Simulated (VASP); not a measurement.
Input of a VASP 6.6.1 run:

INCAR

```
ALGO = Normal
EDIFF = 1E-6
ENCUT = 520
GGA = PE
ISIF = 2
ISMEAR = -1
LASPH = T
LCHARG = F
LREAL = F
LWAVE = F
NBANDS = 12
NELM = 80
PREC = Accurate
SIGMA = 0.03
```

File KPOINTS:

```
k-points
0
Gamma
  10 10 10
```

POSCAR

```
LiF
1.0
    0.0000000000      1.9535800000      2.0140000000
    1.9535800000      0.0000000000      2.0140000000
    1.9535800000      1.9535800000      0.0000000000
Li F
1 1
Direct
    0.0000000000      0.0000000000      0.0000000000
    0.5000000000      0.5000000000      0.5000000000
```

Potentials or basis: VASP PAW PBE potentials, release 64 (Li_sv, F).

The run is started by

```console
$ cat potpaw_PBE.64/Li_sv/POTCAR potpaw_PBE.64/F/POTCAR > POTCAR
$ mpirun -np 1 vasp_std > vasp.out
```

Q: Predict the band gap on the k mesh.

A: 9.60 eV.

Caveat: the cell differs from its parent crystal (equal xx and yy strain of -3 %). A k mesh can miss the band edges.
